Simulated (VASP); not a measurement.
A run of VASP 6.6.1 is set up as follows.

The input INCAR:

```
SYSTEM = V
PREC = Accurate ; ENCUT = 520
EDIFF = 1E-6 ; ISMEAR = -1
SIGMA = 0.1 ; LREAL = .False.
LASPH = .True. ; NELM = 60
ALGO = Normal ; ISIF = 2
LWAVE = .False. ; LCHARG = .True.
GGA = PE ; LELF = .True.
LVHAR = .True. ; NBANDS = 20
```

Contents of KPOINTS:

```
regular mesh
0
Gamma
  18 18 10
  0 0 0
```

POSCAR

```
V
1.0
    2.1259719701      0.0000000000      0.0000000000
   -1.0629859850      1.8411457338      0.0000000000
    0.0000000000      0.0000000000      3.8969667262
V
2
Direct
    0.3333333333      0.6666666667      0.2500000000
    0.6666666667      0.3333333333      0.7500000000
```

Potentials or basis: VASP PAW PBE potentials, release 64 (V_sv).

Command:

```sh
$ cat potpaw_PBE.64/V_sv/POTCAR > POTCAR
$ mpirun -np 1 vasp_std > vasp.out
```

**Question.** Estimate the pressure.

**Answer.** 303.9 GPa.

**Question.** Predict the band gap on the k mesh.

**Answer.** Zero (band 13 reaches 22.21 eV, above the bottom of band 14 at 17.88 eV).

Stress tensor (GPa, compression positive):
```
305.64   0.00   0.00
  0.00 305.64   0.00
  0.00   0.00 300.33
```
